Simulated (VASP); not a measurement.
Crystal: NaCl.

```
Cl Na
1.0
     0.00000    2.84886    2.84886
     2.84886    0.00000    2.84886
     2.84886    2.84886    0.00000
Cl Na
1 1
Cartesian
  2.8489 2.8489 2.8489
  0.0000 0.0000 0.0000
```

Base run:

| Quantity | Value |
| --- | --- |
| Program | VASP 6.6.1 |
| Functional | r2SCAN |
| Potentials or basis | VASP PAW PBE potentials, release 64 (Cl, Na_pv) |
| Cutoff | 520 eV |
| k mesh | 8 × 8 × 8 |
| Occupations | fermi-dirac, width 0.05 eV |
| Spin | no spin polarisation |

Its results: band gap on the k mesh 5.80 eV; pressure -1.4 GPa.

Problem. The run is repeated on the same cell with these changes: functional from r2SCAN to PBE-based screened hybrid with 25 % exact exchange; k mesh from 8 × 8 × 8 to 4 × 4 × 4. What comes out?

Solution. Band gap on the k mesh 6.11 eV; pressure -0.5 GPa.

Several settings changed at once.

Caveats: some runs use coarse meshes; the PAW data sets were made with another functional, which shifts forces and pressure a little.

A k mesh can miss the band edges.
